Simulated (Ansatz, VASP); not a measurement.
**One calculation of AlFe3B, two programs**

The input INCAR:

```
  PREC = Accurate
  ENCUT = 520
  EDIFF = 1E-6
  ISMEAR = 0
  SIGMA = 0.1
  LREAL = F
  LASPH = T
  NELM = 150
  ALGO = Normal
  ISIF = 2
  LWAVE = F
  LCHARG = T
  ISPIN = 2
  MAGMOM = 0 0 4 4 4 -4 -4 -4 0 0
  LORBIT = 11
  LMAXMIX = 4
  GGA = PE
  LELF = T
  LVHAR = T
  NBANDS = 45
```

File KPOINTS:

```
regular mesh
0
Gamma
  10 10 5
```

The input POSCAR:

```
AlFe3B
1.0
    3.8223220000      0.0000000000      0.0000000000
    0.0000000000      3.8223220000      0.0000000000
    0.0000000000      0.0000000000      7.6446440000
Al Fe B
2 6 2
Direct
    0.5000000000      0.5000000000      0.2500000000
    0.5000000000      0.5000000000      0.7500000000
    0.5000000000      0.0000000000      0.0000000000
    0.0000000000      0.5000000000      0.0000000000
    0.0000000000      0.0000000000      0.2500000000
    0.5000000000      0.0000000000      0.5000000000
    0.0000000000      0.5000000000      0.5000000000
    0.0000000000      0.0000000000      0.7500000000
    0.0000000000      0.0000000000      0.0000000000
    0.0000000000      0.0000000000      0.5000000000
```

Input for Ansatz:

```yaml
crystal:
  lattice:
    - [3.822322, 0.0, 0.0]
    - [0.0, 3.822322, 0.0]
    - [0.0, 0.0, 7.644644]
  atoms:
    - { symbol: Al, position: [0.5, 0.5, 0.25] }
    - { symbol: Fe, position: [0.5, 0.0, 0.0], spin: 4.0 }
    - { symbol: Fe, position: [0.0, 0.5, 0.0], spin: 4.0 }
    - { symbol: Fe, position: [0.0, 0.0, 0.25], spin: 4.0 }
    - { symbol: B, position: [0.0, 0.0, 0.0] }
    - { symbol: Al, position: [0.5, 0.5, 0.75] }
    - { symbol: Fe, position: [0.5, 0.0, 0.5], spin: -4.0 }
    - { symbol: Fe, position: [0.0, 0.5, 0.5], spin: -4.0 }
    - { symbol: Fe, position: [0.0, 0.0, 0.75], spin: -4.0 }
    - { symbol: B, position: [0.0, 0.0, 0.5] }
basis:
  ecutwfc: 420
kpoints:
  mp_grid: { grid: [10, 10, 5] }
hamiltonian:
  xc: pbe
scf:
  occupations: { method: gaussian, width: 0.1 }
  lower_state_search: "off"
output:
  forces: true
  stress: true
  eigenvalues: true
  populations: true
magnetization:
  spin_polarized: true
```

Alike in both runs: task single point; functional PBE; k mesh 10 × 10 × 5; occupations gaussian, width 0.1 eV; collinear spin.

|  | VASP | Ansatz |
| --- | --- | --- |
| version | VASP 6.6.1 | Ansatz 0.2.0 |
| potentials or method | VASP PAW PBE potentials, release 64 (Al, Fe, B), cutoff 520 eV | scalar-relativistic, plane waves, PAW |
| valence electrons in the cell | 60 | 108 |

```tsv
	VASP	Ansatz	Ansatz less VASP
gap on the k mesh at the Fermi level (eV)	none	none	-
pressure (GPa)	-0.9	-1.5	-0.59
net moment per atom (μB)	0.00	0.00	0.000
size of the moment on the site where the two differ most (μB)	1.57	1.41	-0.159
```

Site moments also hang on the region over which each program counts them. A gap of «none» marks a metal or a gap that the smearing closes. VASP's potentials hold 60 valence electrons a cell and Ansatz's 108, so a difference there can come from the potentials and not from the codes.
